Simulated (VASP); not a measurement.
Set up this calculation in VASP 6.6.1, as the native input.

* Task: single point
* Functional: PBE
* Potentials or basis: VASP PAW PBE potentials, release 64 (Sn_d, O)
* Cutoff: 520 eV
* k mesh: 9 × 9 × 2
* Occupations: gaussian, width 0.01 eV
* Spin: no spin polarisation
* Dipole correction: no
* Further INCAR settings: ALGO = Normal; EDIFF = 1e-07; NBANDS = 28

The structure of SnO lies in POSCAR:

```
SnO
1.0
    3.3612593762      0.0000000000      0.0000000000
   -1.6806296881      2.9109360085      0.0000000000
    0.0000000000      0.0000000000      9.1916329646
Sn O
2 2
Direct
    0.3333333333      0.6666666667     -0.0059446236
    0.6666666667      0.3333333333      0.4940553764
    0.3333333333      0.6666666667      0.3809446236
    0.6666666667      0.3333333333      0.8809446236
```

One way to write it, as run:

INCAR

```
PREC = Accurate
ENCUT = 520
EDIFF = 1E-7
ISMEAR = 0
SIGMA = 0.01
LREAL = False
LASPH = True
NELM = 60
ALGO = Normal
ISIF = 2
LWAVE = False
LCHARG = False
GGA = PE
NBANDS = 28
```

KPOINTS

```
Automatic mesh
0
Gamma
  9 9 2
```

Potentials or basis: VASP PAW PBE potentials, release 64 (Sn_d, O).

The run is started by

```console
$ cat potpaw_PBE.64/Sn_d/POTCAR potpaw_PBE.64/O/POTCAR > POTCAR
$ mpirun -np 1 vasp_std > vasp.out
```

Results of the run:

| Property | Result |
| --- | --- |
| Pressure | 0.2 GPa |
| Largest force | 0.060 eV/Å |
| Band gap on the k mesh | 1.46 eV, indirect (least direct gap 1.84 eV) |

Caveat: spin-orbit coupling is left out, which moves the levels of the heavy elements.

It took 77 s on 1 thread of Intel(R) Xeon(R) 6975P-C (Granite Rapids) (shared host), peak memory 0.24 GiB.
